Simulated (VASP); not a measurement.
# BN (P6_3mc) in VASP: notebook

Runs on BN. Level: LDA. Tasks: single point, relaxation of cell and atoms.

Everything below comes from runs of VASP 6.6.1. Logs are shortened: lines on timing, memory, paths and dates and some standing lists are left out, and cuts for length are marked.

### 1 The cell of the first run

The structure is hexagonal, space group P6_3mc (No. 186). Conventional cell: a = 2.494 Å, b = 2.494 Å, c = 4.127 Å, α = 90.00°, β = 90.00°, γ = 120.00°. B (site symmetry 3m) has 4 N at 1.53 to 1.54 Å within 2.0 Å. N (site symmetry 3m) has 4 B at 1.53 to 1.54 Å within 2.0 Å.

### 2 Single point, LDA

INCAR reads:

```
SYSTEM = BN
PREC     = Accurate       ! precision mode
ENCUT    = 520            ! plane-wave cutoff, eV
EDIFF    = 1E-6           ! SCF threshold, eV
ISMEAR   = 0              ! smearing method
SIGMA    = 0.01           ! smearing width, eV
LREAL    = .FALSE.        ! projectors in reciprocal space
LASPH    = .TRUE.         ! aspherical terms in the spheres
NELM     = 60             ! most SCF steps
ALGO     = Normal         ! electronic algorithm
ISIF     = 2              ! what is computed and relaxed
LWAVE    = .FALSE.        ! write WAVECAR
LCHARG   = .TRUE.         ! write CHGCAR
GGA      = CA             ! functional
LELF     = .TRUE.         ! ELF
LVHAR    = .TRUE.       
NBANDS   = 16             ! bands
```

KPOINTS reads:

```
Automatic mesh
0
G
  12 12 6
  0 0 0
```

POSCAR reads:

```
BN
1.0
    2.4936667083      0.0000000000      0.0000000000
   -1.2468333541      2.1595787179      0.0000000000
    0.0000000000      0.0000000000      4.1274604547
B N
2 2
Direct
    0.6666666667      0.3333333333      0.9995635400
    0.3333333333      0.6666666667      0.4995635400
    0.6666666667      0.3333333333      0.6254364600
    0.3333333333      0.6666666667      0.1254364600
```

Potentials or basis: VASP PAW LDA potentials, release 64 (B, N).

Launch:

```bash
cat potpaw_LDA.64/B/POTCAR potpaw_LDA.64/N/POTCAR > POTCAR
mpirun -np 1 vasp_std > vasp.out
```

OUTCAR:

```text
SYSTEM = BN
   PREC = Accurate
   ENCUT = 520
   EDIFF = 1E-6
   ISMEAR = 0
   LREAL = .FALSE.
   LASPH = .TRUE.
   NELM = 60
   ISIF = 2
   GGA = CA

 ion  position               nearest neighbor table
   1  0.667  0.333  1.000-   4 1.53   4 1.53   4 1.53   3 1.54
   2  0.333  0.667  0.500-   3 1.53   3 1.53   3 1.53   4 1.54
   3  0.667  0.333  0.625-   2 1.53   2 1.53   2 1.53   1 1.54
   4  0.333  0.667  0.125-   1 1.53   1 1.53   1 1.53   2 1.54

  LATTYP: Found a hexagonal cell.
 ALAT       =     2.4936667083
 C/A-ratio  =     1.6551772701

  Lattice vectors:

 A1 = (   2.4936667083,   0.0000000000,   0.0000000000)
 A2 = (  -1.2468333541,   2.1595787179,   0.0000000000)
 A3 = (   0.0000000000,   0.0000000000,   4.1274604547)

Analysis of symmetry for initial positions (statically):
=====================================================================
 Subroutine PRICEL returns:
 Original cell was already a primitive cell.

 Routine SETGRP: Setting up the symmetry group for a
 hexagonal supercell.

 Subroutine GETGRP returns: Found 12 space group operations
 (whereof  6 operations were pure point group operations)
 out of a pool of 24 trial point group operations.

The static configuration has the point symmetry C_3v.
 The point group associated with its full space group is C_6v.

Analysis of symmetry for dynamics (positions and initial velocities):
=====================================================================
 Subroutine PRICEL returns:
 Original cell was already a primitive cell.

 Routine SETGRP: Setting up the symmetry group for a
 hexagonal supercell.

 Subroutine GETGRP returns: Found 12 space group operations
 (whereof  6 operations were pure point group operations)
 out of a pool of 24 trial point group operations.

The dynamic configuration has the point symmetry C_3v.
 The point group associated with its full space group is C_6v.

 Subroutine INISYM returns: Found 12 space group operations
 (whereof  6 operations are pure point group operations),
 and found     1 'primitive' translations

----------------------------------------------------------------------------------------

                                     Primitive cell

  volume of cell :      22.2275

  direct lattice vectors                    reciprocal lattice vectors
     2.493666708  0.000000000  0.000000000     0.401015900  0.231526638  0.000000000
[... 88 lines left out ...]
   ENCUT  =  520.0 eV  38.22 Ry    6.18 a.u.   4.64  4.64  7.67*2*pi/ulx,y,z
   NELM   =     60;   NELMIN=  2; NELMDL= -5     # of ELM steps
   EDIFF  = 0.1E-05   stopping-criterion for ELM
   LREAL  =      F    real-space projection
   EDIFFG = 0.1E-04   stopping-criterion for IOM
   NSW    =      0    number of steps for IOM
   IBRION =     -1    ionic relax: 0-MD 1-quasi-New 2-CG
   NFREE  =      0    steps in history (QN), initial steepest desc. (CG)
   ISIF   =      2    stress and relaxation
   ISYM   =      2    0-nonsym 1-usesym 2-fastsym
   POTIM  = 0.5000    time-step for ionic-motion
   TEBEG  =    0.0;   TEEND  =   0.0 temperature during run
   PSTRESS=    0.0 pullay stress
   NELECT =      16.0000    total number of electrons
   NUPDOWN=      -1.0000    fix difference up-down
   EMIN   =  10.00;   EMAX   =-10.00  energy-range for DOS
   EFERMI =   0.00;   METHOD = LEGACY
   ISMEAR =     0;   SIGMA  =   0.01  broadening in eV -4-tet -1-fermi 0-gaus
   EFERMI_NEDOS =   21; number of points for ismear=-14 and -15
   IALGO  =     38    algorithm
   IMIX   =      4    mixing-type and parameters
     AMIX     =   0.40;   BMIX     =  1.00
     AMIX_MAG =   1.60;   BMIX_MAG =  1.00
  volume/ion in A,a.u.               =       5.56        37.50
  Fermi-wavevector in a.u.,A,eV,Ry     =   1.467184  2.772577 29.288310  2.152630
  Thomas-Fermi vector in A             =   2.582833
   LORBIT       =      0    0 simple, 1 ext, 2 COOP (PROOUT), +10 PAW based schemes
   GGA     = CA    functional components
   LHFCALC =     F    Hartree Fock is set to
   AEXX    =    0.0000 exact exchange contribution
   IVDW    =     0    specifies the selected vdW correction
   LEPSILON=     F    determine dielectric tensor
   LRPA    =     F    only Hartree local field effects (RPA)
 non-spin polarized calculation
 Gauss-broadening in eV      SIGMA  =   0.01
  energy-cutoff  :      520.00
  volume of cell :       22.23
 maximum number of plane-waves:       616
 NGX is ok and might be reduce to    20
   NGX =  9   NGY =  9   NGZ = 15

 number of electron      15.9999998 magnetization

 Free energy of the ion-electron system (eV)
  ---------------------------------------------------
  ext. energy  EPLUGINS =         0.00000000
  ---------------------------------------------------
  free energy    TOTEN  =       -38.71298374 eV

  energy without entropy =      -38.71298374  energy(sigma->0) =      -38.71298374

 E-fermi :   8.4453     XC(G=0): -13.3922

 val. band max:        8.3539934638   @ k =   0.0000   0.0000   0.0000
 cond. band min:      13.1761808530   @ k =   0.3333   0.3333   0.0000
 fundamental gap:      4.8221873891
 Fermi energy:         8.4453361256

 k-point     1 :       0.0000    0.0000    0.0000
  band No.  band energies     occupation
      1     -12.6247      2.00000
      2      -8.1237      2.00000
      3      -3.2022      2.00000
      4       6.0859      2.00000
      5       6.0859      2.00000
      6       8.0246      2.00000
[... 433 lines left out ...]
      3      -0.9365      2.00000
      4       0.5922      2.00000
      5       2.1682      2.00000
      6       3.7602      2.00000
[... 8 lines left out ...]
     15      24.9662      0.00000
     16      25.4372      0.00000

 [... further k-points ...]
[... 5 lines left out ...]
  --------------------------------------------------------------------------------------
  -------------------------------------------------------------------------------------
  Total        2.2390586      2.2390586      2.2393728      0.0000000      0.0000000      0.0000000
  in kB      161.3933658    161.3933658    161.4160136      0.0000000      0.0000000      0.0000000
  external PRESSURE =     161.4009150 kB  Pullay stress =       0.0000000 kB

 VOLUME and BASIS-vectors are now :
 -----------------------------------------------------------------------------
  energy-cutoff  :      520.00
  volume of cell :       22.23
      direct lattice vectors                 reciprocal lattice vectors
     2.493666708  0.000000000  0.000000000     0.401015900  0.231526638  0.000000000
    -1.246833354  2.159578718  0.000000000     0.000000000  0.463053276  0.000000000
     0.000000000  0.000000000  4.127460455     0.000000000  0.000000000  0.242279729

 POSITION                                       TOTAL-FORCE (eV/Angst)
 -----------------------------------------------------------------------------------
      1.24683      0.71986      4.12566        -0.000000     -0.000000     -0.001542
     -0.00000      1.43972      2.06193         0.000000      0.000000     -0.001542
      1.24683      0.71986      2.58146        -0.000000      0.000000      0.001542
     -0.00000      1.43972      0.51773         0.000000     -0.000000      0.001542
 -----------------------------------------------------------------------------------
    total drift:                                0.000000      0.000000      0.000610

  FREE ENERGIE OF THE ION-ELECTRON SYSTEM (eV)
  ---------------------------------------------------
  free  energy   TOTEN  =       -38.7129837442 eV

  energy  without entropy=      -38.7129837442  energy(sigma->0) =      -38.71298374
```

OSZICAR:

```text
N       E                     dE             d eps       ncg     rms          rms(c)
DAV:   1     0.319546493168E+02    0.31955E+02   -0.83934E+03  2432   0.975E+02
DAV:   2    -0.393257396851E+02   -0.71280E+02   -0.67109E+02  3480   0.220E+02
DAV:   3    -0.412240320066E+02   -0.18983E+01   -0.18955E+01  2760   0.324E+01
DAV:   4    -0.412275280416E+02   -0.34960E-02   -0.34958E-02  2960   0.170E+00
DAV:   5    -0.412275369397E+02   -0.88981E-05   -0.88981E-05  2760   0.754E-02    0.970E+00
DAV:   6    -0.390366686829E+02    0.21909E+01   -0.25986E+00  2960   0.143E+01    0.450E+00
DAV:   7    -0.387805935562E+02    0.25608E+00   -0.31867E-01  3120   0.445E+00    0.267E+00
DAV:   8    -0.387145135954E+02    0.66080E-01   -0.81610E-02  3008   0.213E+00    0.264E-01
DAV:   9    -0.387130331563E+02    0.14804E-02   -0.26559E-03  2672   0.508E-01    0.153E-01
DAV:  10    -0.387129850593E+02    0.48097E-04   -0.14977E-04  3112   0.106E-01    0.169E-02
DAV:  11    -0.387129840198E+02    0.10395E-05   -0.14522E-05  2928   0.333E-02    0.122E-02
DAV:  12    -0.387129837442E+02    0.27558E-06   -0.14409E-06  1560   0.109E-02
   1 F= -.38712984E+02 E0= -.38712984E+02  d E =-.759246E-41
```

stdout:

```text
POSCAR found type information on POSCAR B N
 POSCAR found :  2 types and       4 ions
 scaLAPACK will be used
 LDA part: xc-table for (Slater(with rela. corr.)+CA(PZ))
 , standard interpolation
 POSCAR, INCAR and KPOINTS ok, starting setup
 FFT: planning ... GRIDC
 FFT: planning ... GRID_SOFT
 FFT: planning ... GRID
 WAVECAR not read
 entering main loop
```

Run time: 9.4 s. Hardware: 1 thread of Intel Xeon 6975P-C (Granite Rapids), shared host; peak memory 0.13 GiB.

What came out:

```
Free energy            : -38.7130 eV
Pressure               : 16.1 GPa
Band gap on the k mesh : 4.82 eV (least direct gap 8.43 eV)
```

Levels at points of the mesh, in eV from the valence-band top:
| k point | band 5 | band 6 | band 7 | band 8 | band 9 | band 10 | band 11 | band 12 |
| --- | --- | --- | --- | --- | --- | --- | --- | --- |
| (0.00, 0.00, 0.00) | -2.27 | -0.33 | 0.00 | 0.00 | 8.48 | 8.48 | 8.81 | 10.37 |
| (0.50, 0.00, 0.00) | -7.27 | -5.33 | -4.80 | -2.25 | 6.84 | 7.97 | 10.76 | 11.93 |
| (0.00, 0.00, 0.50) | -1.26 | -1.26 | -1.26 | -1.26 | 10.02 | 10.02 | 10.12 | 10.12 |
| (0.50, 0.00, 0.50) | -4.03 | -4.03 | -3.81 | -3.81 | 6.70 | 6.70 | 10.38 | 10.38 |

Caveat: the cell stands under pressure. A k mesh can miss the band edges.

### 3 Single point, LDA

This run uses another cell than the first one, of 5.76 Å³/atom.

INCAR reads:

```
SYSTEM = BN
PREC = Accurate
ENCUT = 520
EDIFF = 1E-6
ISMEAR = 0
SIGMA = 0.02
LREAL = .False.
LASPH = .True.
NELM = 60
ALGO = Normal
ISIF = 2
LWAVE = .False.
LCHARG = .False.
NBANDS = 16
```

KPOINTS reads:

```
Automatic mesh
0
Gamma
  12 12 6
  0 0 0
```

POSCAR reads:

```
BN
1.0
    2.5232205162      0.0000000000      0.0000000000
   -1.2616102581      2.1851730664      0.0000000000
    0.0000000000      0.0000000000      4.1752038838
B N
2 2
Direct
    0.6666666667      0.3333333333      0.9997067919
    0.3333333333      0.6666666667      0.4997067919
    0.6666666667      0.3333333333      0.6252932081
    0.3333333333      0.6666666667      0.1252932081
```

Potentials or basis: VASP PAW LDA potentials, release 64 (B, N).

Launch:

```bash
cat potpaw_LDA.64/B/POTCAR potpaw_LDA.64/N/POTCAR > POTCAR
mpirun -np 1 vasp_std > vasp.out
```

Wall time 8.9 s (1 thread of Intel Xeon 6975P-C (Granite Rapids), shared host); peak memory 0.13 GiB.

Results (log left out):

```yaml
Free_energy: -38.7555 eV
Pressure: 1.0 GPa
Largest_force: 0.004 eV/Å
Band_gap_on_the_k_mesh: 4.90 eV (least direct gap 8.28 eV)
```

Forces on the atoms (eV/Å):
```
B    0.000  0.000 -0.004
B    0.000  0.000 -0.004
N    0.000  0.000  0.004
N    0.000  0.000  0.004
```

Levels at points of the mesh, in eV from the valence-band top:
```tsv
k point	band 5	band 6	band 7	band 8	band 9	band 10	band 11	band 12
(0.00, 0.00, 0.00)	-2.19	-0.30	0.00	0.00	8.34	8.34	8.62	9.93
(0.50, 0.00, 0.00)	-7.05	-5.14	-4.60	-2.18	6.71	7.88	10.60	11.65
(0.00, 0.00, 0.50)	-1.21	-1.21	-1.21	-1.21	9.70	9.70	9.93	9.93
(0.50, 0.00, 0.50)	-3.89	-3.89	-3.67	-3.67	6.58	6.58	10.14	10.14
```

A k mesh can miss the band edges.

### 4 Relaxation of cell and atoms, LDA, target pressure 15 GPa, at which the enthalpy is minimised

This run uses another cell than the first one, of 5.65 Å³/atom.

INCAR reads:

```
PREC = Accurate
ENCUT = 600
EDIFF = 1E-6
ISMEAR = 0
SIGMA = 0.01
LREAL = False
LASPH = True
NELM = 80
ALGO = Normal
ISIF = 3
LWAVE = False
LCHARG = False
GGA = CA
IBRION = 2
NSW = 80
EDIFFG = -0.001
PSTRESS = 150.0
```

KPOINTS reads:

```
regular mesh
0
Gamma
  12 12 6
```

POSCAR reads:

```
BN
1.0
    2.5069531345      0.0000000000      0.0000000000
   -1.2534765672      2.1710851006      0.0000000000
    0.0000000000      0.0000000000      4.1488953227
B N
2 2
Direct
    0.6666666667      0.3333333333      0.9996232220
    0.3333333333      0.6666666667      0.4996232220
    0.6666666667      0.3333333333      0.6253767780
    0.3333333333      0.6666666667      0.1253767780
```

Potentials or basis: VASP PAW LDA potentials, release 64 (B, N).

Launch:

```bash
cat potpaw_LDA.64/B/POTCAR potpaw_LDA.64/N/POTCAR > POTCAR
mpirun -np 1 vasp_std > vasp.out
```

OUTCAR:

```text
PREC = Accurate
   ENCUT = 600
   EDIFF = 1E-6
   ISMEAR = 0
   LREAL = False
   LASPH = True
   NELM = 80
   ISIF = 3
   GGA = CA
   IBRION = 2
   NSW = 80
   EDIFFG = -0.001
   PSTRESS = 150.0

 ion  position               nearest neighbor table
   1  0.667  0.333  1.000-   4 1.54   4 1.54   4 1.54   3 1.55
   2  0.333  0.667  0.500-   3 1.54   3 1.54   3 1.54   4 1.55
   3  0.667  0.333  0.625-   2 1.54   2 1.54   2 1.54   1 1.55
   4  0.333  0.667  0.125-   1 1.54   1 1.54   1 1.54   2 1.55

  LATTYP: Found a hexagonal cell.
 ALAT       =     2.5069531345
 C/A-ratio  =     1.6549552784

  Lattice vectors:

 A1 = (   2.5069531345,   0.0000000000,   0.0000000000)
 A2 = (  -1.2534765672,   2.1710851006,   0.0000000000)
 A3 = (   0.0000000000,   0.0000000000,   4.1488953227)

Analysis of symmetry for initial positions (statically):
[... 432 lines left out ...]

 val. band max:        8.3281147274   @ k =   0.0000   0.0000   0.0000
 cond. band min:      13.1545968908   @ k =   0.3333   0.3333   0.0000
 fundamental gap:      4.8264821634
 Fermi energy:         8.4295800032

 k-point     1 :       0.0000    0.0000    0.0000
  band No.  band energies     occupation
      1     -12.6277      2.00000
      2      -8.1364      2.00000
      3      -3.2091      2.00000
      4       6.0647      2.00000
      5       6.0647      2.00000
      6       8.0001      2.00000
      7       8.3281      2.00000
      8       8.3281      2.00000
      9      16.7970      0.00000
     10      16.7970      0.00000
     11      17.1253      0.00000
     12      18.6786      0.00000
[... 331 lines left out ...]
 k-point    24 :       0.3333    0.0000    0.1667
  band No.  band energies     occupation
      1     -10.0352      2.00000
      2      -7.0233      2.00000
      3      -0.9476      2.00000
      4       0.5784      2.00000
      5       2.1498      2.00000
      6       3.7430      2.00000
      7       5.6357      2.00000
      8       6.2944      2.00000
      9      15.3401      0.00000
     10      16.7820      0.00000
     11      19.4624      0.00000
     12      19.7064      0.00000

 [... further k-points ...]
[... 5 lines left out ...]
  --------------------------------------------------------------------------------------
  -------------------------------------------------------------------------------------
  Total        2.0835018      2.0835018      2.0860598      0.0000000      0.0000000      0.0000000
  in kB      149.9026036    149.9026036    150.0866452      0.0000000      0.0000000      0.0000000
  external PRESSURE =      -0.0360492 kB  Pullay stress =     150.0000000 kB
[... 23 lines left out ...]
  energy  without entropy=      -38.7231732857  energy(sigma->0) =      -38.72317329

  enthalpy is  TOTEN    =       -36.6383177231 eV   P V=        2.0848555626

 reached required accuracy - stopping structural energy minimisation
```

OSZICAR:

```text
N       E                     dE             d eps       ncg     rms          rms(c)
DAV:   1     0.537395778565E+02    0.53740E+02   -0.95463E+03  1824   0.145E+03
[... 40 lines left out ...]
DAV:   1    -0.387231313575E+02    0.48540E-03   -0.63616E-04  2024   0.250E-01    0.927E-03
DAV:   2    -0.387231304247E+02    0.93280E-06   -0.10070E-05  2304   0.318E-02    0.417E-03
DAV:   3    -0.387231301956E+02    0.22913E-06   -0.61573E-07  1176   0.728E-03
   6 F= -.36638318E+02 E0= -.36638318E+02  d E =-.655682E-05
       N       E                     dE             d eps       ncg     rms          rms(c)
DAV:   1    -0.387231734960E+02   -0.43071E-04   -0.25409E-05  2336   0.500E-02    0.349E-03
DAV:   2    -0.387231732857E+02    0.21031E-06   -0.59668E-07  1136   0.810E-03
   7 F= -.36638318E+02 E0= -.36638318E+02  d E =-.205415E-06
```

Run time: 26 s. Hardware: 1 thread of Intel Xeon 6975P-C (Granite Rapids), shared host; peak memory 0.14 GiB.

Results:

* Free energy: -38.7232 eV
* Relaxed volume: 5.57 Å³/atom
* Relaxed cell: a = 2.495 Å, b = 2.495 Å, c = 4.130 Å, α = 90.00°, β = 90.00°, γ = 120.00°
* Space group after relaxing (to 0.1 Å): P6_3mc (No. 186)
* Energy change on relaxing (the run minimises the enthalpy): +5.8 meV/atom
* Ionic steps: 7
* Pressure after relaxing: 15.0 GPa
* Band gap on the k mesh: 4.83 eV (least direct gap 8.42 eV)

Step by step:
```tsv
step	energy change (eV)	largest force (eV/Å)	pressure (GPa)	volume (Å³)
1	0.0000	0.0016	8.80	22.58
2	0.0702	0.0227	23.39	21.88
3	0.0231	0.0105	14.96	22.27
4	0.0236	0.0108	15.10	22.26
5	0.0227	0.0138	14.89	22.27
6	0.0232	0.0006	15.00	22.27
7	0.0232	0.0001	15.00	22.27
```

Final structure:
```xyz
4
Lattice="2.4952 0.0000 0.0000 -1.2476 2.1609 0.0000 0.0000 0.0000 4.1301" Properties=species:S:1:pos:R:3 pbc="T T T"
B     1.2476    0.7203    4.1283
B     0.0000    1.4406    2.0632
N     1.2476    0.7203    2.5831
N     0.0000    1.4406    0.5180
```

Levels at points of the mesh, in eV from the valence-band top:
| k point | band 5 | band 6 | band 7 | band 8 | band 9 | band 10 | band 11 | band 12 |
| --- | --- | --- | --- | --- | --- | --- | --- | --- |
| (0.00, 0.00, 0.00) | -2.26 | -0.33 | 0.00 | 0.00 | 8.47 | 8.47 | 8.80 | 10.35 |
| (0.50, 0.00, 0.00) | -7.26 | -5.32 | -4.79 | -2.25 | 6.83 | 7.97 | 10.76 | 11.92 |
| (0.00, 0.00, 0.50) | -1.26 | -1.26 | -1.26 | -1.26 | 10.00 | 10.00 | 10.11 | 10.11 |
| (0.50, 0.00, 0.50) | -4.02 | -4.02 | -3.80 | -3.80 | 6.69 | 6.69 | 10.37 | 10.37 |

Caveat: the cell is relaxed towards a set pressure, so the run minimises the enthalpy, not the energy.

### 5 Summary

```tsv
task	cell	cutoff (eV)	smearing	gap on the mesh (eV)	pressure (GPa)
single point	a = 2.494, b = 2.494, c = 4.127 Å, angles 90.0, 90.0, 120.0°, 4 atoms, atomic positions A	520	gaussian 0.01 eV	4.82	16.1
single point	a = 2.523, b = 2.523, c = 4.175 Å, angles 90.0, 90.0, 120.0°, 4 atoms, atomic positions B	520	gaussian 0.02 eV	4.90	1.0
relaxation of cell and atoms	relaxed to 15 GPa from a = 2.507, b = 2.507, c = 4.149 Å, angles 90.0, 90.0, 120.0°, 4 atoms, atomic positions A	600	gaussian 0.01 eV	4.83	15.0
```

Alike in all rows: level LDA; potentials or basis VASP PAW LDA potentials, release 64 (B, N); no spin polarisation; k mesh 12 × 12 × 6.

Caveats: the cell stands under pressure (at least some runs); the cell is relaxed towards a set pressure, so the run minimises the enthalpy, not the energy (at least some runs).

Total energies depend on the potentials used, so only differences within one code and one set of settings carry meaning.
